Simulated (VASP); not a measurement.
# Si6CO in VASP: single point with PBE+D3(BJ)

Aim: the single point of Si6CO with PBE+D3(BJ).

Program: VASP 6.6.1. These are calculated values, not measurements. Logs are shortened: lines on timing, memory, paths and dates and some standing lists are left out, and cuts for length are marked.

## (1) The cell of the first run

The cell holds a slab with vacuum, 8 atoms: a = 3.833 Å, b = 5.421 Å, c = 22.538 Å, α = 90.00°, β = 90.00°, γ = 90.00°.

## (2) Single point, PBE+D3(BJ)

Contents of INCAR:

```
SYSTEM = Si6CO
PREC = Accurate ; ENCUT = 520
EDIFF = 1E-6 ; ISMEAR = 0
SIGMA = 0.05 ; LREAL = .FALSE.
LASPH = .TRUE. ; NELM = 120
ALGO = Normal ; ISIF = 2
LWAVE = .FALSE. ; LCHARG = .FALSE.
LDIPOL = .TRUE. ; IDIPOL = 3
DIPOL = 0.5 0.5 0.321 ; GGA = PE
IVDW = 12 ; NBANDS = 27
GGA_COMPAT = .FALSE. ; NELMDL = -8
```

Contents of KPOINTS:

```
Automatic mesh
0
G
  7 5 1
  0 0 0
```

Contents of POSCAR:

```
Si6CO
1.0
    3.8333442603      0.0000000000      0.0000000000
    0.0000000000      5.4211674422      0.0000000000
    0.0000000000      0.0000000000     22.5377548805
Si O C
6 1 1
Direct
    0.5000000000      0.0000000000      0.1774799673
    0.0000000000      0.2500000000      0.1774799673
    0.0000000000      0.5038841205      0.2602884661
    0.5000000000      0.7461158795      0.2602884661
    0.5000000000      0.0086034179      0.3411056213
    0.0000000000      0.2413965821      0.3411056213
    1.0000000000      0.8419367512      0.4786525960
    1.0000000000      0.8419367512      0.5296780866
```

Potentials or basis: VASP PAW PBE potentials, release 64 (Si, O, C).

Launch:

```bash
cat potpaw_PBE.64/Si/POTCAR potpaw_PBE.64/O/POTCAR potpaw_PBE.64/C/POTCAR > POTCAR
mpirun -np 1 vasp_std > vasp.out
```

OUTCAR:

```text
SYSTEM = Si6CO
   PREC = Accurate
   ENCUT = 520
   EDIFF = 1E-6
   ISMEAR = 0
   LREAL = .FALSE.
   LASPH = .TRUE.
   NELM = 120
   ISIF = 2
   GGA = PE
   IVDW = 12
   NELMDL = -8
 IVDW          = 12

 ion  position               nearest neighbor table
   1  0.500  0.000  0.177-   4 2.32   2 2.35   2 2.35
   2  0.000  0.250  0.177-   3 2.32   1 2.35   1 2.35
   3  0.000  0.504  0.260-   6 2.31   2 2.32   4 2.32   4 2.32
   4  0.500  0.746  0.260-   5 2.31   1 2.32   3 2.32   3 2.32
   5  0.500  0.009  0.341-   6 2.29   6 2.29   4 2.31
   6  0.000  0.241  0.341-   5 2.29   5 2.29   3 2.31
   7  0.000  0.842  0.479-   8 1.15
   8  0.000  0.842  0.530-   7 1.15

  LATTYP: Found a simple orthorhombic cell.
 ALAT       =     3.8333442603
 B/A-ratio  =     1.4142135624
 C/A-ratio  =     5.8793975574

  Lattice vectors:

 A1 = (   3.8333442603,   0.0000000000,   0.0000000000)
 A2 = (   0.0000000000,   5.4211674422,   0.0000000000)
 A3 = (   0.0000000000,   0.0000000000,  22.5377548805)

Analysis of symmetry for initial positions (statically):
=====================================================================
 Subroutine PRICEL returns:
 Original cell was already a primitive cell.

 Routine SETGRP: Setting up the symmetry group for a
 simple orthorhombic supercell.

 Subroutine GETGRP returns: Found  2 space group operations
 (whereof  2 operations were pure point group operations)
 out of a pool of  8 trial point group operations.

The static configuration has the point symmetry C_1h.

Analysis of symmetry for dynamics (positions and initial velocities):
=====================================================================
 Subroutine PRICEL returns:
 Original cell was already a primitive cell.

 Routine SETGRP: Setting up the symmetry group for a
 simple orthorhombic supercell.

 Subroutine GETGRP returns: Found  2 space group operations
 (whereof  2 operations were pure point group operations)
 out of a pool of  8 trial point group operations.

The dynamic configuration has the point symmetry C_1h.

 Subroutine INISYM returns: Found  2 space group operations
 (whereof  2 operations are pure point group operations),
 and found     1 'primitive' translations

----------------------------------------------------------------------------------------

                                     Primitive cell

  volume of cell :     468.3616

  direct lattice vectors                    reciprocal lattice vectors
     3.833344260  0.000000000  0.000000000     0.260868822  0.000000000  0.000000000
     0.000000000  5.421167442  0.000000000     0.000000000  0.184462113  0.000000000
     0.000000000  0.000000000 22.537754880     0.000000000  0.000000000  0.044369992

  length of vectors
     3.833344260  5.421167442 22.537754880     0.260868822  0.184462113  0.044369992

  position of ions in fractional coordinates (direct lattice)
     0.500000000  0.000000000  0.177479967
     0.000000000  0.250000000  0.177479967
     0.000000000  0.503884120  0.260288466
     0.500000000  0.746115880  0.260288466
     0.500000000  0.008603418  0.341105621
     0.000000000  0.241396582  0.341105621
     0.000000000  0.841936751  0.478652596
     0.000000000  0.841936751  0.529678087

  ion indices of the primitive-cell ions
   primitive index   ion index
                 1           1
                 2           2
                 3           3
                 4           4
                 5           5
                 6           6
                 7           7
                 8           8

----------------------------------------------------------------------------------------

 KPOINTS: Automatic mesh

Automatic generation of k-mesh.
 Grid dimensions read from file:
 generate k-points for:    7    5    1

 Generating k-lattice:

  Cartesian coordinates                     Fractional coordinates (reciprocal lattice)
     0.037266975  0.000000000  0.000000000     0.142857143  0.000000000  0.000000000
     0.000000000  0.036892423  0.000000000     0.000000000  0.200000000  0.000000000
     0.000000000  0.000000000  0.044369992     0.000000000  0.000000000  1.000000000

  Length of vectors
     0.037266975  0.036892423  0.044369992

  Shift w.r.t. Gamma in fractional coordinates (k-lattice)
     0.000000000  0.000000000  0.000000000

 Subroutine IBZKPT returns following result:
 ===========================================

 Found     12 irreducible k-points:

 Following reciprocal coordinates:
            Coordinates               Weight
  0.000000  0.000000  0.000000      1.000000
  0.142857  0.000000  0.000000      2.000000
  0.285714  0.000000  0.000000      2.000000
  0.428571  0.000000  0.000000      2.000000
  0.000000  0.200000  0.000000      2.000000
  0.142857  0.200000  0.000000      4.000000
  0.285714  0.200000  0.000000      4.000000
  0.428571  0.200000  0.000000      4.000000
  0.000000  0.400000  0.000000      2.000000
  0.142857  0.400000  0.000000      4.000000
  0.285714  0.400000  0.000000      4.000000
  0.428571  0.400000  0.000000      4.000000
   k-points           NKPTS =     12   k-points in BZ     NKDIM =     12   number of bands    NBANDS=     27
   number of dos      NEDOS =    301   number of ions     NIONS =      8
   total plane-waves  NPLWV = 201600
   dimension x,y,z NGX =    30 NGY =   40 NGZ =  168
   dimension x,y,z NGXF=    60 NGYF=   80 NGZF=  336
   ions per type =               6   1   1
   NGX,Y,Z   is equivalent  to a cutoff of  13.01, 12.27, 12.39 a.u.
   NGXF,Y,Z  is equivalent  to a cutoff of  26.02, 24.53, 24.78 a.u.
 SYSTEM =  Si6CO
   PREC   = accura    normal or accurate (medium, high low for compatibility)
   ISTART =      0    job   : 0-new  1-cont  2-samecut
   ICHARG =      2    charge: 1-file 2-atom 10-const
   ISPIN  =      1    spin polarized calculation?
   LNONCOLLINEAR =      F non collinear calculations
   LSORBIT =      F    spin-orbit coupling
   LASPH  =      T    aspherical Exc in radial PAW
   ENCUT  =  520.0 eV  38.22 Ry    6.18 a.u.   7.13 10.08 41.91*2*pi/ulx,y,z
   NELM   =    120;   NELMIN=  2; NELMDL= -8     # of ELM steps
   EDIFF  = 0.1E-05   stopping-criterion for ELM
   LREAL  =      F    real-space projection
   EDIFFG = 0.1E-04   stopping-criterion for IOM
   NSW    =      0    number of steps for IOM
   IBRION =     -1    ionic relax: 0-MD 1-quasi-New 2-CG
   NFREE  =      0    steps in history (QN), initial steepest desc. (CG)
   ISIF   =      2    stress and relaxation
   ISYM   =      2    0-nonsym 1-usesym 2-fastsym
   POTIM  = 0.5000    time-step for ionic-motion
   TEBEG  =    0.0;   TEEND  =   0.0 temperature during run
   PSTRESS=    0.0 pullay stress
   NELECT =      34.0000    total number of electrons
   NUPDOWN=      -1.0000    fix difference up-down
   EMIN   =  10.00;   EMAX   =-10.00  energy-range for DOS
   EFERMI =   0.00;   METHOD = LEGACY
   ISMEAR =     0;   SIGMA  =   0.05  broadening in eV -4-tet -1-fermi 0-gaus
   EFERMI_NEDOS =   21; number of points for ismear=-14 and -15
   IALGO  =     38    algorithm
   IMIX   =      4    mixing-type and parameters
     AMIX     =   0.40;   BMIX     =  1.00
     AMIX_MAG =   1.60;   BMIX_MAG =  1.00
  volume/ion in A,a.u.               =      58.55       395.08
  Fermi-wavevector in a.u.,A,eV,Ry     =   0.682927  1.290544  6.345604  0.466389
  Thomas-Fermi vector in A             =   1.762142
   LORBIT       =      0    0 simple, 1 ext, 2 COOP (PROOUT), +10 PAW based schemes
   GGA     = PE    functional components
   LHFCALC =     F    Hartree Fock is set to
   AEXX    =    0.0000 exact exchange contribution
   IVDW    =    12    specifies the selected vdW correction
   LEPSILON=     F    determine dielectric tensor
   LRPA    =     F    only Hartree local field effects (RPA)
 non-spin polarized calculation
 Gauss-broadening in eV      SIGMA  =   0.05
  energy-cutoff  :      520.00
  volume of cell :      468.36
 maximum number of plane-waves:     12663
 NGX is ok and might be reduce to    30
   NGX = 15   NGY = 21   NGZ = 83

 dipolmoment           0.000000      0.000000     -0.004998 electrons x Angstroem

 number of electron      34.0000001 magnetization

 dipolmoment           0.000000      0.000000      0.014774 electrons x Angstroem

 Free energy of the ion-electron system (eV)
  ---------------------------------------------------
  ext. energy  EPLUGINS =         0.00000000
  ---------------------------------------------------
  free energy    TOTEN  =       -43.16030649 eV

  energy without entropy =      -43.15360019  energy(sigma->0) =      -43.15695334

 E-fermi :  -1.7625     XC(G=0):  -3.8307

 val. band max:       -1.7813142457   @ k =   0.2857   0.2000   0.0000
 cond. band min:      -1.7479129089   @ k =   0.2857   0.4000   0.0000
 fundamental gap:      0.0334013368
 Fermi energy:        -1.7625303544

 k-point     1 :       0.0000    0.0000    0.0000
  band No.  band energies     occupation
      1     -26.3639      2.00000
      2     -13.1802      2.00000
      3     -11.4098      2.00000
      4     -11.2189      2.00000
      5      -9.8728      2.00000
      6      -8.8970      2.00000
[... 19 lines left out ...]
     26       1.5723      0.00000
     27       2.5711      0.00000

 k-point     2 :       0.1429    0.0000    0.0000
  band No.  band energies     occupation
      1     -26.3611      2.00000
      2     -13.0000      2.00000
      3     -11.3349      2.00000
      4     -11.0973      2.00000
      5      -9.6809      2.00000
      6      -8.9489      2.00000
[... 292 lines left out ...]
 k-point    12 :       0.4286    0.4000    0.0000
  band No.  band energies     occupation
      1     -26.3498      2.00000
      2     -11.2598      2.00000
      3     -11.1390      2.00000
      4     -10.7405      2.00000
      5      -9.5536      2.00000
      6      -9.0416      2.00000
[... 19 lines left out ...]
     26       2.6774      0.00000
     27       3.1700      0.00000

------------------------ aborting loop because EDIFF is reached ----------------------------------------

 vacuum level on the upper side and lower side of the slab       (xc-potential included)         0.039        -0.081

 Edisp (eV)   -1.63303

 E8    (eV) :    -0.6926

  FORCE on cell =-STRESS in cart. coord.  units (eV):
  Direction    XX          YY          ZZ          XY          YZ          ZX
  --------------------------------------------------------------------------------------
  -------------------------------------------------------------------------------------
  Total       0.16693     0.19625    -0.44854     0.00000    -0.03677     0.00000
  in kB       0.57103     0.67132    -1.53439     0.00000    -0.12577     0.00000
  external pressure =       -0.10 kB  Pullay stress =        0.00 kB

 VOLUME and BASIS-vectors are now :
 -----------------------------------------------------------------------------
  energy-cutoff  :      520.00
  volume of cell :      468.36
      direct lattice vectors                 reciprocal lattice vectors
     3.833344260  0.000000000  0.000000000     0.260868822  0.000000000  0.000000000
     0.000000000  5.421167442  0.000000000     0.000000000  0.184462113  0.000000000
     0.000000000  0.000000000 22.537754880     0.000000000  0.000000000  0.044369992

 POSITION                                       TOTAL-FORCE (eV/Angst)
 -----------------------------------------------------------------------------------
      1.91667      0.00000      4.00000         0.000000      0.555123     -0.047965
      0.00000      1.35529      4.00000         0.000000     -0.553510     -0.057074
      0.00000      2.73164      5.86632         0.000000     -0.090100      0.004786
      1.91667      4.04482      5.86632         0.000000      0.076140     -0.002223
      1.91667      0.04664      7.68775         0.000000      0.022289      0.027390
      0.00000      1.30865      7.68775         0.000000      0.007564      0.064620
      0.00000      4.56428     10.78775         0.000000     -0.017370      0.706330
      0.00000      4.56428     11.93775         0.000000     -0.000135     -0.695863
 -----------------------------------------------------------------------------------
    total drift:                               -0.000000      0.000472     -0.001269

  FREE ENERGIE OF THE ION-ELECTRON SYSTEM (eV)
  ---------------------------------------------------
  free  energy   TOTEN  =       -44.7933412534 eV

  energy  without entropy=      -44.7866349525  energy(sigma->0) =      -44.78998810

 vacuum level on the upper side and lower side of the slab         3.193         3.065
```

Wall time 2.5 min (1 thread of Intel Xeon 6975P-C (Granite Rapids), shared host); peak memory 0.53 GiB.

What came out:

```
Free energy                : -44.7933 eV
Largest force              : 0.707 eV/Å
Band gap on the k mesh     : zero (bands 17 and 18 overlap by 0.28 eV)
Dispersion energy per atom : -0.204 eV
```

Forces on the atoms (eV/Å):
```
Si   0.000  0.555 -0.048
Si   0.000 -0.554 -0.057
Si   0.000 -0.090  0.005
Si   0.000  0.076 -0.002
Si   0.000  0.022  0.027
Si   0.000  0.008  0.065
O    0.000 -0.017  0.706
C    0.000  0.000 -0.696
```

Levels at points of the mesh, in eV from the Fermi level:
| k point | band 13 | band 14 | band 15 | band 16 | band 17 | band 18 | band 19 | band 20 | band 21 | band 22 |
| --- | --- | --- | --- | --- | --- | --- | --- | --- | --- | --- |
| (0.00, 0.00, 0.00) | -2.49 | -1.22 | -0.70 | -0.41 | -0.30 | 0.27 | 1.19 | 2.09 | 2.36 | 2.62 |
